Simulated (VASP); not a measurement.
Input of a VASP 6.6.1 run:

File INCAR:

```
PREC = Accurate ; ENCUT = 520
EDIFF = 1E-6 ; ISMEAR = 0
SIGMA = 0.01 ; LREAL = F
LASPH = T ; NELM = 60
ALGO = Normal ; ISIF = 2
LWAVE = F ; LCHARG = F
GGA = PE ; NBANDS = 16
```

File KPOINTS:

```
Automatic mesh
0
Gamma
  12 12 12
```

POSCAR

```
CdS
1.0
    0.0000000000      2.8013848763      2.8013848763
    2.8013848763      0.0000000000      2.8013848763
    2.8013848763      2.8013848763      0.0000000000
Cd S
1 1
Direct
    0.0000000000      0.0000000000      0.0000000000
    0.5000000000      0.5000000000      0.5000000000
```

Potentials or basis: VASP PAW PBE potentials, release 64 (Cd, S).

Command:

```sh
$ cat potpaw_PBE.64/Cd/POTCAR potpaw_PBE.64/S/POTCAR > POTCAR
$ mpirun -np 1 vasp_std > vasp.out
```

**Question.** What does it give for the band gap on the k mesh?

**Answer.** 0.24 eV, indirect (least direct gap 1.21 eV).

**Question.** Estimate the pressure.

**Answer.** -3.4 GPa.

 A k mesh can miss the band edges.
